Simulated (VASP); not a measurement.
# TaN (P6_3mc) in VASP: a series of runs

TaN is run at these levels: PBE; tasks: single point.

All numbers are computed with VASP 6.6.1; they aren't measurements. Logs are shortened: lines on timing, memory, paths and dates and some standing lists are left out, and cuts for length are marked.

## Step 1: The cell of the first run

Symmetry: P6_3mc, No. 186, hexagonal system. The conventional cell has a = 2.988 Å, b = 2.988 Å, c = 4.839 Å, α = 90.00°, β = 90.00°, γ = 120.00°. Within 2.4 Å of Ta (site symmetry 3m) lie 4 N at 1.81 to 1.86 Å. Within 2.4 Å of N (site symmetry 3m) lie 4 Ta at 1.81 to 1.86 Å.

## Step 2: Single point, PBE

Input file INCAR:

```
ALGO     = Normal         # electronic algorithm
EDIFF    = 1E-6           # SCF threshold, eV
ENCUT    = 520            # plane-wave cutoff, eV
GGA      = PE             # functional
ISIF     = 2              # what is computed and relaxed
ISMEAR   = -1             # smearing method
LASPH    = True           # aspherical terms in the spheres
LCHARG   = False          # write CHGCAR
LREAL    = False          # projectors in reciprocal space
LWAVE    = False          # write WAVECAR
NBANDS   = 24             # bands
NELM     = 60             # most SCF steps
PREC     = Accurate       # precision mode
SIGMA    = 0.05           # smearing width, eV
```

Input file KPOINTS:

```
k-points
0
Gamma
  10 10 6
```

Input file POSCAR:

```
TaN
1.0
    2.9877396299      0.0000000000      0.0000000000
   -1.4938698150      2.5874584211      0.0000000000
    0.0000000000      0.0000000000      4.8391568758
Ta N
2 2
Direct
    0.3333333333      0.6666666667      0.0000000000
    0.6666666667      0.3333333333      0.5000000000
    0.3333333333      0.6666666667      0.3850000000
    0.6666666667      0.3333333333      0.8850000000
```

Potentials or basis: VASP PAW PBE potentials, release 64 (Ta_pv, N).

The run is started by

```console
$ cat potpaw_PBE.64/Ta_pv/POTCAR potpaw_PBE.64/N/POTCAR > POTCAR
$ mpirun -np 1 vasp_std > vasp.out
```

OUTCAR:

```text
EDIFF = 1E-6
   ENCUT = 520
   GGA = PE
   ISIF = 2
   ISMEAR = -1
   LASPH = True
   LREAL = False
   NELM = 60
   PREC = Accurate

 ion  position               nearest neighbor table
   1  0.333  0.667  0.000-   4 1.81   4 1.81   4 1.81   3 1.86   2 2.97   2 2.97   2 2.97   2 2.97
                             2 2.97   2 2.97
   2  0.667  0.333  0.500-   3 1.81   3 1.81   3 1.81   4 1.86   1 2.97   1 2.97   1 2.97   1 2.97
                             1 2.97   1 2.97
   3  0.333  0.667  0.385-   2 1.81   2 1.81   2 1.81   1 1.86
   4  0.667  0.333  0.885-   1 1.81   1 1.81   1 1.81   2 1.86

  LATTYP: Found a hexagonal cell.
 ALAT       =     2.9877396299
 C/A-ratio  =     1.6196715495

  Lattice vectors:

 A1 = (   2.9877396299,   0.0000000000,   0.0000000000)
 A2 = (  -1.4938698150,   2.5874584211,   0.0000000000)
 A3 = (   0.0000000000,   0.0000000000,   4.8391568758)

Analysis of symmetry for initial positions (statically):
=====================================================================
 Subroutine PRICEL returns:
 Original cell was already a primitive cell.

 Routine SETGRP: Setting up the symmetry group for a
 hexagonal supercell.

 Subroutine GETGRP returns: Found 12 space group operations
 (whereof  6 operations were pure point group operations)
 out of a pool of 24 trial point group operations.

The static configuration has the point symmetry C_3v.
 The point group associated with its full space group is C_6v.

Analysis of symmetry for dynamics (positions and initial velocities):
=====================================================================
 Subroutine PRICEL returns:
 Original cell was already a primitive cell.

 Routine SETGRP: Setting up the symmetry group for a
 hexagonal supercell.

 Subroutine GETGRP returns: Found 12 space group operations
 (whereof  6 operations were pure point group operations)
 out of a pool of 24 trial point group operations.

The dynamic configuration has the point symmetry C_3v.
 The point group associated with its full space group is C_6v.

 Subroutine INISYM returns: Found 12 space group operations
 (whereof  6 operations are pure point group operations),
 and found     1 'primitive' translations

----------------------------------------------------------------------------------------

                                     Primitive cell

  volume of cell :      37.4098

  direct lattice vectors                    reciprocal lattice vectors
     2.987739630  0.000000000  0.000000000     0.334701187  0.193239820  0.000000000
    -1.493869815  2.587458421  0.000000000     0.000000000  0.386479640  0.000000000
     0.000000000  0.000000000  4.839156876     0.000000000  0.000000000  0.206647568

  length of vectors
     2.987739630  2.987739631  4.839156876     0.386479641  0.386479640  0.206647568

  position of ions in fractional coordinates (direct lattice)
     0.333333333  0.666666667  0.000000000
     0.666666667  0.333333333  0.500000000
     0.333333333  0.666666667  0.385000000
     0.666666667  0.333333333  0.885000000

  ion indices of the primitive-cell ions
   primitive index   ion index
                 1           1
                 2           2
                 3           3
                 4           4

----------------------------------------------------------------------------------------

 KPOINTS: k-points

Automatic generation of k-mesh.
 Grid dimensions read from file:
 generate k-points for:   10   10    6

 Generating k-lattice:

  Cartesian coordinates                     Fractional coordinates (reciprocal lattice)
     0.033470119  0.019323982  0.000000000     0.100000000  0.000000000  0.000000000
     0.000000000  0.038647964  0.000000000     0.000000000  0.100000000  0.000000000
     0.000000000  0.000000000  0.034441261     0.000000000  0.000000000  0.166666667

  Length of vectors
     0.038647964  0.038647964  0.034441261

  Shift w.r.t. Gamma in fractional coordinates (k-lattice)
     0.000000000  0.000000000  0.000000000

 Subroutine IBZKPT returns following result:
 ===========================================

 Found     56 irreducible k-points:

 Following reciprocal coordinates:
            Coordinates               Weight
  0.000000  0.000000  0.000000      1.000000
  0.100000  0.000000  0.000000      6.000000
  0.200000  0.000000  0.000000      6.000000
  0.300000 -0.000000  0.000000      6.000000
  0.400000  0.000000  0.000000      6.000000
  0.500000  0.000000  0.000000      3.000000
[... 16 lines left out ...]
  0.300000  0.100000  0.166667     24.000000
  0.400000  0.100000  0.166667     24.000000
 [... further k-points ...]
   k-points           NKPTS =     56   k-points in BZ     NKDIM =     56   number of bands    NBANDS=     24
   number of dos      NEDOS =    301   number of ions     NIONS =      4
   total plane-waves  NPLWV =  20736
   dimension x,y,z NGX =    24 NGY =   24 NGZ =   36
   dimension x,y,z NGXF=    48 NGYF=   48 NGZF=   72
   ions per type =               2   2
   NGX,Y,Z   is equivalent  to a cutoff of  13.35, 13.35, 12.37 a.u.
   NGXF,Y,Z  is equivalent  to a cutoff of  26.71, 26.71, 24.74 a.u.
 SYSTEM =  unknown system
   PREC   = accura    normal or accurate (medium, high low for compatibility)
   ISTART =      0    job   : 0-new  1-cont  2-samecut
   ICHARG =      2    charge: 1-file 2-atom 10-const
   ISPIN  =      1    spin polarized calculation?
   LNONCOLLINEAR =      F non collinear calculations
   LSORBIT =      F    spin-orbit coupling
   LASPH  =      T    aspherical Exc in radial PAW
   ENCUT  =  520.0 eV  38.22 Ry    6.18 a.u.   5.56  5.56  9.00*2*pi/ulx,y,z
   NELM   =     60;   NELMIN=  2; NELMDL= -5     # of ELM steps
   EDIFF  = 0.1E-05   stopping-criterion for ELM
   LREAL  =      F    real-space projection
   EDIFFG = 0.1E-04   stopping-criterion for IOM
   NSW    =      0    number of steps for IOM
   IBRION =     -1    ionic relax: 0-MD 1-quasi-New 2-CG
   NFREE  =      0    steps in history (QN), initial steepest desc. (CG)
   ISIF   =      2    stress and relaxation
   ISYM   =      2    0-nonsym 1-usesym 2-fastsym
   POTIM  = 0.5000    time-step for ionic-motion
   TEBEG  =    0.0;   TEEND  =   0.0 temperature during run
   PSTRESS=    0.0 pullay stress
   NELECT =      32.0000    total number of electrons
   NUPDOWN=      -1.0000    fix difference up-down
   EMIN   =  10.00;   EMAX   =-10.00  energy-range for DOS
   EFERMI =   0.00;   METHOD = LEGACY
   ISMEAR =    -1;   SIGMA  =   0.05  broadening in eV -4-tet -1-fermi 0-gaus
   EFERMI_NEDOS =   21; number of points for ismear=-14 and -15
   IALGO  =     38    algorithm
   IMIX   =      4    mixing-type and parameters
     AMIX     =   0.40;   BMIX     =  1.00
     AMIX_MAG =   1.60;   BMIX_MAG =  1.00
  volume/ion in A,a.u.               =       9.35        63.11
  Fermi-wavevector in a.u.,A,eV,Ry     =   1.554042  2.936714 32.858722  2.415048
  Thomas-Fermi vector in A             =   2.658186
   LORBIT       =      0    0 simple, 1 ext, 2 COOP (PROOUT), +10 PAW based schemes
   GGA     = PE    functional components
   LHFCALC =     F    Hartree Fock is set to
   AEXX    =    0.0000 exact exchange contribution
   IVDW    =     0    specifies the selected vdW correction
   LEPSILON=     F    determine dielectric tensor
   LRPA    =     F    only Hartree local field effects (RPA)
 non-spin polarized calculation
  energy-cutoff  :      520.00
  volume of cell :       37.41
 maximum number of plane-waves:      1038
 NGX is ok and might be reduce to    24
   NGX = 11   NGY = 11   NGZ = 17

 number of electron      32.0000000 magnetization

 Free energy of the ion-electron system (eV)
  ---------------------------------------------------
  ext. energy  EPLUGINS =         0.00000000
  ---------------------------------------------------
  free energy    TOTEN  =       -35.21337017 eV

  energy without entropy =      -35.20121451  energy(sigma->0) =      -35.20729234

 E-fermi :  10.5294     XC(G=0): -13.8916

 val. band max:       10.5243145510   @ k =   0.1000   0.0000   0.3333
 cond. band min:      10.5390084511   @ k =   0.4000   0.1000   0.0000
 fundamental gap:      0.0146939000
 Fermi energy:        10.5293526158

 k-point     1 :       0.0000    0.0000    0.0000
  band No.  band energies     occupation
      1     -25.8090      2.00000
      2     -24.4468      2.00000
      3     -24.4468      2.00000
      4     -24.2092      2.00000
      5     -24.2092      2.00000
      6     -24.1264      2.00000
[... 16 lines left out ...]
     23      17.6259      0.00000
     24      17.6259      0.00000

 k-point     2 :       0.1000    0.0000    0.0000
  band No.  band energies     occupation
      1     -25.7659      2.00000
      2     -24.5762      2.00000
      3     -24.4842      2.00000
      4     -24.3583      2.00000
      5     -24.2303      2.00000
      6     -24.1472      2.00000
[... 16 lines left out ...]
     23      17.6299      0.00000
     24      18.0547      0.00000

 k-point     3 :       0.2000    0.0000    0.0000
  band No.  band energies     occupation
      1     -25.6526      2.00000
      2     -24.8969      2.00000
      3     -24.7223      2.00000
      4     -24.5785      2.00000
      5     -24.2873      2.00000
      6     -24.2106      2.00000
[... 16 lines left out ...]
     23      17.8256      0.00000
     24      19.7404      0.00000

 k-point     4 :       0.3000   -0.0000    0.0000
  band No.  band energies     occupation
      1     -25.5652      2.00000
      2     -25.2198      2.00000
      3     -25.1051      2.00000
      4     -24.6895      2.00000
      5     -24.3597      2.00000
      6     -24.3158      2.00000
[... 16 lines left out ...]
     23      18.2588      0.00000
     24      19.2418      0.00000

 k-point     5 :       0.4000    0.0000    0.0000
  band No.  band energies     occupation
      1     -25.7154      2.00000
      2     -25.4632      2.00000
      3     -25.1257      2.00000
      4     -24.7759      2.00000
      5     -24.4453      2.00000
      6     -24.4191      2.00000
[... 16 lines left out ...]
     23      17.5708      0.00000
     24      18.3682      0.00000

 k-point     6 :       0.5000    0.0000    0.0000
  band No.  band energies     occupation
      1     -25.8120      2.00000
      2     -25.5697      2.00000
      3     -25.0467      2.00000
      4     -24.8082      2.00000
      5     -24.5203      2.00000
      6     -24.4419      2.00000
[... 16 lines left out ...]
     23      17.1591      0.00000
     24      17.5881      0.00000
[... 379 lines left out ...]
 k-point    21 :       0.1000    0.1000    0.1667
  band No.  band energies     occupation
      1     -25.6184      2.00000
      2     -24.7434      2.00000
      3     -24.7051      2.00000
      4     -24.5224      2.00000
      5     -24.3043      2.00000
      6     -24.2375      2.00000
[... 16 lines left out ...]
     23      18.1084      0.00000
     24      18.9354      0.00000

 k-point    22 :       0.2000    0.1000    0.1667
  band No.  band energies     occupation
      1     -25.5625      2.00000
      2     -25.0855      2.00000
      3     -24.9683      2.00000
      4     -24.6520      2.00000
      5     -24.3973      2.00000
      6     -24.2966      2.00000
[... 16 lines left out ...]
     23      18.4433      0.00000
     24      19.3542      0.00000

 k-point    23 :       0.3000    0.1000    0.1667
  band No.  band energies     occupation
      1     -25.6534      2.00000
      2     -25.4116      2.00000
      3     -25.0285      2.00000
      4     -24.7753      2.00000
      5     -24.4895      2.00000
      6     -24.3877      2.00000
[... 16 lines left out ...]
     23      17.8158      0.00000
     24      19.3123      0.00000

 k-point    24 :       0.4000    0.1000    0.1667
  band No.  band energies     occupation
      1     -25.7954      2.00000
      2     -25.5914      2.00000
      3     -24.9684      2.00000
      4     -24.8238      2.00000
      5     -24.5559      2.00000
      6     -24.4744      2.00000
[... 16 lines left out ...]
     23      17.0674      0.00000
     24      18.2176      0.00000

 [... further k-points ...]
[... 5 lines left out ...]
  --------------------------------------------------------------------------------------
  -------------------------------------------------------------------------------------
  Total       47.1766284     47.1766284     39.3152101     -0.0000000      0.0000000      0.0000000
  in kB     2020.4664962   2020.4664988   1683.7800326     -0.0000000      0.0000000      0.0000000
  external PRESSURE =    1908.2376759 kB  Pullay stress =       0.0000000 kB

 VOLUME and BASIS-vectors are now :
 -----------------------------------------------------------------------------
  energy-cutoff  :      520.00
  volume of cell :       37.41
      direct lattice vectors                 reciprocal lattice vectors
     2.987739630  0.000000000  0.000000000     0.334701187  0.193239820  0.000000000
    -1.493869815  2.587458421  0.000000000     0.000000000  0.386479640  0.000000000
     0.000000000  0.000000000  4.839156876     0.000000000  0.000000000  0.206647568

 POSITION                                       TOTAL-FORCE (eV/Angst)
 -----------------------------------------------------------------------------------
     -0.00000      1.72497      0.00000         0.000000     -0.000000      2.677932
      1.49387      0.86249      2.41958        -0.000000      0.000000      2.677932
     -0.00000      1.72497      1.86308         0.000000      0.000000     -2.677932
      1.49387      0.86249      4.28265        -0.000000      0.000000     -2.677932
 -----------------------------------------------------------------------------------
    total drift:                               -0.000000     -0.000000      0.000008

  FREE ENERGIE OF THE ION-ELECTRON SYSTEM (eV)
  ---------------------------------------------------
  free  energy   TOTEN  =       -35.2133701704 eV

  energy  without entropy=      -35.2012145069  energy(sigma->0) =      -35.20729234
```

Run time: 45 s. Hardware: 1 thread of Intel Xeon Platinum 8259CL at 2.50GHz (Skylake/Cascade Lake), shared host; peak memory 0.18 GiB.

Results:

- Free energy: -35.2134 eV
- Pressure: 190.8 GPa
- Largest force: 2.678 eV/Å
- Band gap on the k mesh: zero (band 16 reaches 11.79 eV, above the bottom of band 17 at 8.86 eV)

Forces on the atoms (eV/Å):
```
Ta   0.000  0.000  2.678
Ta   0.000  0.000  2.678
N    0.000  0.000 -2.678
N    0.000  0.000 -2.678
```

Caveat: spin-orbit coupling is left out, which moves the levels of the heavy elements; forces of over 1 eV/Å act on the atoms, so gaps and moduli don't describe the material at rest.

## Step 3: Single point, PBE

This run uses another cell than the first one, of 9.55 Å³/atom, 1.021 times its volume.

Input file INCAR:

```
PREC = Accurate ; ENCUT = 520
EDIFF = 1E-6 ; ISMEAR = -1
SIGMA = 0.05 ; LREAL = F
LASPH = T ; NELM = 100
ALGO = Normal ; ISIF = 2
LWAVE = F ; LCHARG = F
GGA = PE ; NBANDS = 24
```

Input file KPOINTS:

```
Automatic mesh
0
Gamma
  10 10 6
```

Input file POSCAR:

```
TaN
1.0
    3.0087807431      0.0000000000      0.0000000000
   -1.5043903716      2.6056805597      0.0000000000
    0.0000000000      0.0000000000      4.8732365682
Ta N
2 2
Direct
    0.3333333333      0.6666666667      0.0000000000
    0.6666666667      0.3333333333      0.5000000000
    0.3333333333      0.6666666667      0.3850000000
    0.6666666667      0.3333333333      0.8850000000
```

Potentials or basis: VASP PAW PBE potentials, release 64 (Ta_pv, N).

The run is started by

```console
$ cat potpaw_PBE.64/Ta_pv/POTCAR potpaw_PBE.64/N/POTCAR > POTCAR
$ mpirun -np 1 vasp_std > vasp.out
```

It took 51 s on 1 thread of Intel Xeon Platinum 8259CL at 2.50GHz (Skylake/Cascade Lake), shared host; peak memory 0.18 GiB.

It converged, with:

```yaml
Free_energy: -36.1164 eV
Pressure: 172.5 GPa
Largest_force: 2.594 eV/Å
Band_gap_on_the_k_mesh: zero (band 16 reaches 11.52 eV, above the bottom of band 17 at 8.66 eV)
```

Forces in eV/Å, atoms in the order of the input:
```
Ta   0.000  0.000  2.594
Ta   0.000  0.000  2.594
N    0.000  0.000 -2.594
N    0.000  0.000 -2.594
```

Stress tensor (GPa, compression positive):
```
182.78   0.00   0.00
  0.00 182.78   0.00
  0.00   0.00 151.91
```

Levels at points of the mesh, in eV from the Fermi level:
```csv
k point,band 13,band 14,band 15,band 16,band 17,band 18,band 19,band 20
"(0.00, 0.00, 0.00)",-8.16,-7.61,-0.92,-0.92,-0.29,2.24,2.77,2.77
"(0.50, 0.00, 0.00)",-6.24,-5.28,-2.52,-1.10,0.46,1.49,2.13,3.95
"(0.00, 0.00, 0.50)",-8.79,-8.79,1.24,1.24,1.24,1.24,1.92,1.92
"(0.50, 0.00, 0.50)",-6.65,-6.65,-0.47,-0.47,2.26,2.26,2.37,2.37
```

Caveat: spin-orbit coupling is left out, which moves the levels of the heavy elements; forces of over 1 eV/Å act on the atoms, so gaps and moduli don't describe the material at rest.

(Part 1 of 2 ends here.)
